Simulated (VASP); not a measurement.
Input of a VASP 6.6.1 run:

INCAR

```
SYSTEM = SrO
PREC     = Accurate       ! precision mode
ENCUT    = 520            ! plane-wave cutoff, eV
EDIFF    = 1E-7           ! SCF threshold, eV
ISMEAR   = 0              ! smearing method
SIGMA    = 0.01           ! smearing width, eV
LREAL    = .FALSE.        ! projectors in reciprocal space
LASPH    = .TRUE.         ! aspherical terms in the spheres
NELM     = 80             ! most SCF steps
ALGO     = Normal         ! electronic algorithm
ISIF     = 2              ! what is computed and relaxed
LWAVE    = .FALSE.        ! write WAVECAR
LCHARG   = .TRUE.         ! write CHGCAR
GGA      = PE             ! functional
LELF     = .TRUE.         ! ELF
LVHAR    = .TRUE.       
NBANDS   = 15             ! bands
```

Contents of KPOINTS:

```
Automatic mesh
0
G
  8 8 8
  0 0 0
```

POSCAR

```
SrO
1.0
    0.0000000000      2.5710368801      2.5710368801
    2.5710368801      0.0000000000      2.5710368801
    2.5710368801      2.5710368801      0.0000000000
Sr O
1 1
Direct
    0.0000000000      0.0000000000      0.0000000000
    0.5000000000      0.5000000000      0.5000000000
```

Potentials or basis: VASP PAW PBE potentials, release 64 (Sr_sv, O).

Run with:

```sh
$ cat potpaw_PBE.64/Sr_sv/POTCAR potpaw_PBE.64/O/POTCAR > POTCAR
$ mpirun -np 1 vasp_std > vasp.out
```

Problem. What does it give for the pressure?

Solution. 3.4 GPa.

Problem. Estimate the band gap on the k mesh.

Solution. 3.26 eV, indirect (least direct gap 3.35 eV).

 A k mesh can miss the band edges.
